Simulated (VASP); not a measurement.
Here is a VASP 6.6.1 calculation.

The input INCAR:

```
  PREC = Accurate
  ENCUT = 600
  EDIFF = 1E-6
  ISMEAR = -1
  SIGMA = 0.05
  LREAL = F
  LASPH = T
  NELM = 100
  ALGO = Normal
  ISIF = 3
  LWAVE = F
  LCHARG = F
  GGA = PS
  IBRION = 2
  NSW = 100
  EDIFFG = -0.002
  PSTRESS = 100.0
```

The input KPOINTS:

```
regular mesh
0
Gamma
  26 26 26
```

File POSCAR:

```
Cu
1.0
    0.0000000000      1.7816532797      1.7816532797
    1.7816532797      0.0000000000      1.7816532797
    1.7816532797      1.7816532797      0.0000000000
Cu
1
Direct
    0.0000000000      0.0000000000      0.0000000000
```

Potentials or basis: VASP PAW PBE potentials, release 64 (Cu).

Command:

```bash
$ cat potpaw_PBE.64/Cu/POTCAR > POTCAR
$ mpirun -np 1 vasp_std > vasp.out
```

Problem. Estimate the relaxed volume.

Solution. 10.77 Å³/atom.

Problem. Estimate the space group after relaxing (to 0.1 Å).

Solution. Fm-3m (No. 225).

Problem. Estimate the band gap on the k mesh.

Solution. Zero (an odd number of electrons rules out a gap without spin polarisation).

Problem. What does it give for the relaxed cell?

Solution. a = 2.479 Å, b = 2.479 Å, c = 2.479 Å, α = 60.00°, β = 60.00°, γ = 60.00°.

Final structure:
```xyz
1
Lattice="0.0000 1.7530 1.7530 1.7530 0.0000 1.7530 1.7530 1.7530 0.0000" Properties=species:S:1:pos:R:3 pbc="T T T"
Cu    0.0000    0.0000    0.0000
```

Caveat: the cell is relaxed towards a set pressure, so the run minimises the enthalpy, not the energy; the PAW data sets were made with another functional, which shifts forces and pressure a little.
